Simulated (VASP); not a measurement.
The system is MgC.

```
CELL_PARAMETERS angstrom
1.71026 -4.73331 0.00000
1.71026 4.73331 0.00000
0.00000 0.00000 3.44443
ATOMIC_POSITIONS crystal
Mg 0.88000 0.12000 0.25000
Mg 0.12000 0.88000 0.75000
C 0.65100 0.34900 0.25000
C 0.34900 0.65100 0.75000
```

```yaml
Program: VASP 6.6.1
Task: relaxation of cell and atoms
Functional: PBE
Potentials_or_basis: VASP PAW PBE potentials, release 64 (Mg, C)
Cutoff: 600 eV
k_mesh: 6 × 6 × 6
Occupations: gaussian, width 0.1 eV
Spin: no spin polarisation
```

At the start: pressure -7.4 GPa; volume 13.94 Å³/atom.

Question: How do energy, volume and symmetry change on relaxing?

Answer: Over 45 steps the energy falls by 931.0 meV/atom and the volume is 10.35 Å³/atom (-25.8 %); space group Cmcm (No. 63, to 0.1 Å) before and after.

Step by step:
```
step  energy change (eV)  largest force (eV/Å)  pressure (GPa)  volume (Å³)
   1              0.0000                1.5957           -7.39        55.77
   3             -0.8083                1.1059            5.14        47.13
   5             -1.1538                0.7075           -7.68        49.88
   7             -1.4075                0.2245           -0.28        46.04
   9             -1.4652                0.1884            0.85        45.45
  11             -1.5242                0.6701            4.45        43.91
  13             -1.6081                0.9602            3.01        44.22
  15             -1.7250                2.5289           -0.04        44.44
  17             -1.8797                2.1072           -0.11        44.66
  19             -1.9639                2.2340           -3.47        45.18
  21             -2.0547                2.2074           -3.20        45.02
  23             -2.5383                2.1416           -5.87        44.70
  25             -2.5880                2.2026           -5.61        44.54
  27             -3.2339                0.6556           -2.74        41.95
  29             -3.3791                0.6944           -1.44        40.89
  31             -3.5823                0.5909            0.37        40.06
  33             -3.6380                0.8871            1.84        39.92
  35             -3.7071                0.1338            1.35        40.56
  37             -3.7098                0.1911            1.16        40.73
  39             -3.7206                0.0737           -1.07        41.70
  41             -3.7226                0.0254           -0.04        41.52
  43             -3.7231                0.0827           -0.04        41.47
  45             -3.7241                0.0333           -0.13        41.39
```

Final structure:
```yaml
crystal:
  lattice:
    - [1.83060, -4.14341, 0.00000]
    - [1.83060, 4.14341, 0.00000]
    - [0.00000, 0.00000, 2.72852]
  atoms:
    - { symbol: Mg, position: [0.85449, 0.14551, 0.25000] }
    - { symbol: Mg, position: [0.14551, 0.85449, 0.75000] }
    - { symbol: C, position: [0.55467, 0.44533, 0.25000] }
    - { symbol: C, position: [0.44533, 0.55467, 0.75000] }
```

Caveat: the volume moved by over 15 % at a fixed basis, so the end points are rough.
